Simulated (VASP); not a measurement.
The system is Rh.

```
Rh
1.0
     2.69175    0.00000    0.00000
    -1.34587    2.33112    0.00000
     0.00000    0.00000    8.79807
Rh
4
Cartesian
  0.0000 0.0000 0.0000
  0.0000 1.5541 2.1995
  0.0000 0.0000 4.3990
  1.3459 0.7770 6.5986
```

```yaml
Program: VASP 6.6.1
Task: relaxation of cell and atoms
Functional: LDA
Potentials_or_basis: VASP PAW LDA potentials, release 64 (Rh_pv)
Cutoff: 600 eV
k_mesh: 10 × 10 × 3
Occupations: fermi-dirac, width 0.05 eV
Spin: no spin polarisation
```

At the start: pressure -11.1 GPa; volume 13.80 Å³/atom.

Problem. Where does the relaxation end?

Solution. Over 4 steps the energy falls by 18.9 meV/atom and the volume is 13.28 Å³/atom (-3.8 %); space group P6_3/mmc (No. 194, to 0.05 Å).

Step by step:
```csv
step,energy change (eV),largest force (eV/Å),pressure (GPa),volume (Å³)
1,0.0000,0.0000,-11.12,55.21
2,0.5452,0.0000,42.41,47.90
3,-0.0757,0.0000,-0.49,53.19
4,-0.0758,0.0000,-0.07,53.12
```

Final structure:
```
Rh
1.0
     2.65683    0.00000    0.00000
    -1.32841    2.30088    0.00000
     0.00000    0.00000    8.68924
Rh
4
Cartesian
  2.6568 0.0000 8.6892
  0.0000 1.5339 2.1723
  2.6568 0.0000 4.3446
  1.3284 0.7670 6.5169
```
